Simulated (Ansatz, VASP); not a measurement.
# Two plane-wave programs on CdSb3O

File INCAR:

```
PREC     = Accurate       # precision mode
ENCUT    = 520            # plane-wave cutoff, eV
EDIFF    = 1E-7           # SCF threshold, eV
ISMEAR   = 0              # smearing method
SIGMA    = 0.1            # smearing width, eV
LREAL    = False          # projectors in reciprocal space
LASPH    = True           # aspherical terms in the spheres
NELM     = 60             # most SCF steps
ALGO     = Normal         # electronic algorithm
ISIF     = 2              # what is computed and relaxed
LWAVE    = False          # write WAVECAR
LCHARG   = True           # write CHGCAR
GGA      = PE             # functional
LELF     = True           # ELF
LVHAR    = True         
NBANDS   = 24             # bands
```

KPOINTS

```
regular mesh
0
Gamma
  6 6 4
```

The input POSCAR:

```
CdSb3O
1.0
    5.6633213400      0.0000000000      0.0000000000
   -2.8316606700      4.9045801500      0.0000000000
    0.0000000000      0.0000000000      5.0757856000
Cd Sb O
1 3 1
Direct
    0.0000000000      0.0000000000      0.5000000000
    0.5000000000      0.0000000000      0.0000000000
    0.0000000000      0.5000000000      0.0000000000
    0.5000000000      0.5000000000      0.0000000000
    0.0000000000      0.0000000000      0.0000000000
```

Input for Ansatz:

```yaml
crystal:
  lattice:
    - [5.66332134, 0.0, 0.0]
    - [-2.83166067, 4.90458015, 0.0]
    - [0.0, 0.0, 5.0757856]
  atoms:
    - { symbol: Cd, position: [0.0, 0.0, 0.5] }
    - { symbol: Sb, position: [0.5, 0.0, 0.0] }
    - { symbol: Sb, position: [0.0, 0.5, 0.0] }
    - { symbol: Sb, position: [0.5, 0.5, 0.0] }
    - { symbol: O, position: [0.0, 0.0, 0.0] }
basis:
  ecutwfc: 420
kpoints:
  mp_grid: { grid: [6, 6, 4] }
hamiltonian:
  xc: pbe
scf:
  occupations: { method: gaussian, width: 0.1 }
  lower_state_search: "off"
output:
  forces: true
  stress: true
  eigenvalues: true
```

Alike in both runs: task single point; functional PBE; k mesh 6 × 6 × 4; occupations gaussian, width 0.1 eV; no spin polarisation.

```csv
,VASP,Ansatz
version,VASP 6.6.1,Ansatz 0.2.0
potentials or method,"VASP PAW PBE potentials, release 64 (Cd, Sb, O), cutoff 520 eV","scalar-relativistic, plane waves, PAW"
valence electrons in the cell,33,71
```

Ansatz gave:

```
gap on the k mesh at the Fermi level (eV)                     : none
pressure (GPa)                                                : 3.8
traceless stress, the component that is largest in VASP (GPa) : -8.55
```

**Question.** Which values does VASP return?

**Answer.** gap on the k mesh at the Fermi level (eV): none; pressure (GPa): 3.8; traceless stress, the component that is largest in VASP (GPa): -8.47.

A gap of «none» marks a metal or a gap that the smearing closes. With one functional, cell and mesh, what is left measures potentials, basis and numerics. VASP's potentials hold 33 valence electrons a cell and Ansatz's 71, so a difference there can come from the potentials and not from the codes.

Spin-orbit coupling is off throughout.
